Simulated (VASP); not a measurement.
Set up this calculation in VASP 6.6.1, as the native input.

```
Task                   : single point
Functional             : PBE
Dispersion             : D3(BJ)
Potentials or basis    : VASP PAW PBE potentials, release 64 (Ge_d, H, N)
Cutoff                 : 520 eV
k mesh                 : 1 × 1 × 1
Occupations            : gaussian, width 0.03 eV
Spin                   : no spin polarisation
Dipole correction      : no
Further INCAR settings : LREAL = Auto; ALGO = Normal; EDIFF = 1e-06; NBANDS = 268
```

The structure of Ge32H19N lies in POSCAR:

```
Ge32H19N
1.0
    8.0016200000      8.0016200000      0.0000000000
   -8.0016200000      8.0016200000      0.0000000000
    0.0000000000      0.0000000000     20.9129000000
Ge H N
32 19 1
Direct
   -0.3140265300      0.3109589600      0.3422215800
   -0.1932265300     -0.3220955700      0.3427282900
    0.0439511100     -0.0542962900      0.3643328900
    0.3120354100      0.1838665000      0.3426609500
   -0.0338037500     -0.4697666600      0.3828234500
    0.2039114100     -0.2055432800      0.3496382000
    0.4666291900      0.0315199800      0.3828993800
    0.5291078100     -0.5398707600      0.3831886300
   -0.1229138700      0.3855728000      0.3029960600
   -0.1218800900     -0.1321514600      0.2995752700
    0.1196302400      0.1168401300      0.3030793100
    0.3845050800      0.3741041200      0.3019578400
    0.1139815600     -0.3830706200      0.3033882000
    0.3796227000     -0.1136263000      0.3028374700
    0.6144460500      0.1186966500      0.3036572400
    0.6136939100     -0.3898503900      0.3047312100
   -0.0016775600      0.2515248200      0.2349168200
    0.0033902100     -0.2545517500      0.2287860900
    0.2516011500     -0.0000707800      0.2296743200
    0.5021017800      0.2479590900      0.2284534600
    0.2500573100     -0.5017031000      0.2353577600
    0.4995950900     -0.2493661700      0.2354661700
    0.7491875800     -0.0005028300      0.2346429100
    0.7499259900     -0.4988360800      0.2289605200
   -0.1250000000      0.1250000000      0.1644630000
   -0.1250000000     -0.3750000000      0.1644630000
    0.1250000000     -0.1250000000      0.1644630000
    0.3750000000      0.1250000000      0.1644630000
    0.1250000000     -0.6250000000      0.1644630000
    0.3750000000     -0.3750000000      0.1644630000
    0.6250000000     -0.1250000000      0.1644630000
    0.6250000000     -0.6250000000      0.1644630000
   -0.0489780000      0.0489780000      0.1195430000
   -0.2010220000      0.2010220000      0.1195430000
   -0.0489780000     -0.4510220000      0.1195430000
   -0.2010220000     -0.2989780000      0.1195430000
    0.2010220000     -0.2010220000      0.1195430000
    0.0489780000     -0.0489780000      0.1195430000
    0.4510220000      0.0489780000      0.1195430000
    0.2989780000      0.2010220000      0.1195430000
    0.2010220000     -0.7010220000      0.1195430000
    0.0489780000     -0.5489780000      0.1195430000
    0.4510220000     -0.4510220000      0.1195430000
    0.2989780000     -0.2989780000      0.1195430000
    0.7010220000     -0.2010220000      0.1195430000
    0.5489780000     -0.0489780000      0.1195430000
    0.7010220000     -0.7010220000      0.1195430000
    0.5489780000     -0.5489780000      0.1195430000
    0.1005542900     -0.1036277200      0.4375916800
    0.2772766100     -0.1653117600      0.4640496900
    0.1792448300     -0.2744950500      0.4671431600
    0.2014609000     -0.1979839200      0.4440084700
```

These files were run (other wordings do the same):

INCAR

```
PREC = Accurate ; ENCUT = 520
EDIFF = 1E-6 ; ISMEAR = 0
SIGMA = 0.03 ; LREAL = Auto
LASPH = T ; NELM = 100
ALGO = Normal ; ISIF = 2
LWAVE = F ; LCHARG = F
GGA = PE ; IVDW = 12
NBANDS = 268
```

KPOINTS

```
regular mesh
0
Gamma
  1 1 1
```

Potentials or basis: VASP PAW PBE potentials, release 64 (Ge_d, H, N).

Run with:

```console
$ cat potpaw_PBE.64/Ge_d/POTCAR potpaw_PBE.64/H/POTCAR potpaw_PBE.64/N/POTCAR > POTCAR
$ mpirun -np 1 vasp_gam > vasp.out
```

Results of the run:

```json
{
  "Largest force": "0.617 eV/Å",
  "Dispersion energy per atom": "-0.136 eV"
}
```

Caveat: the k points lie up to 0.56 Å⁻¹ apart; there is no dipole correction, which matters where the two faces differ.

Wall time 50 min on 1 thread of Oxide Virtual Turin-like Processor (shared host), peak memory 1.9 GiB.
